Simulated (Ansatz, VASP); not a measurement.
# Be: VASP beside Ansatz

```
Be
1.0
     2.26164    0.00000    0.00000
    -1.13082    1.95864    0.00000
     0.00000    0.00000    5.35405
Be
3
Direct
  0.00000 0.00000 0.00000
  0.33333 0.66667 0.33333
  0.66667 0.33333 0.66667
```

Alike in both runs: task relaxation of cell and atoms; functional r2SCAN; k mesh 21 × 21 × 8; occupations gaussian, width 0.1 eV; no spin polarisation.

|  | VASP | Ansatz |
| --- | --- | --- |
| version | VASP 6.6.1 | Ansatz 0.2.0 |
| potentials or method | VASP PAW PBE potentials, release 64 (Be), cutoff 600 eV | scalar-relativistic, plane waves, PAW |
| valence electrons in the cell | 6 | 6 |

```tsv
	VASP	Ansatz	Ansatz less VASP
gap on the k mesh at the Fermi level, each at its own relaxed structure (eV)	none	none	-
relaxed volume (Å³/atom)	7.90	7.88	-0.014
relaxed cell length with the largest relative difference (Å)	5.477	5.473	-0.0044
```

VASP's potentials were made for PBE, not for r2SCAN. A gap of «none» marks a metal or a gap that the smearing closes.
